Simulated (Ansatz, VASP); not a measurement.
Two plane-wave programs on AlGa3N2

```xyz
6
Lattice="5.6466 0.0000 0.0000 0.0000 5.6466 0.0000 0.0000 0.0000 3.5629" Properties=species:S:1:pos:R:3 pbc="T T T"
Al    2.8233    2.8233    0.0000
Ga    0.0000    0.0000    1.7814
Ga    0.0000    2.8233    0.0000
Ga    2.8233    0.0000    0.0000
N     2.8233    2.8233    1.7814
N     0.0000    0.0000    0.0000
```

Alike in both runs: functional PBE; k mesh 8 × 8 × 10; occupations gaussian, width 0.1 eV; no spin polarisation.

Ansatz relaxed the structure, and its values are those at the end. VASP's run is a single point on that final structure, the one shown.

```csv
,VASP,Ansatz
version,VASP 6.6.1,Ansatz 0.2.0
potentials or method,"VASP PAW PBE potentials, release 64 (Al, Ga_d, N), cutoff 520 eV","scalar-relativistic, plane waves, PAW"
valence electrons in the cell,52,52
```

|  | VASP | Ansatz | Ansatz less VASP |
| --- | --- | --- | --- |
| gap on the k mesh at the Fermi level (eV) | none | none | - |
| pressure (GPa) | -0.1 | 0.0 | +0.09 |

A gap of «none» marks a metal or a gap that the smearing closes. With one functional, cell and mesh, what is left measures potentials, basis and numerics.
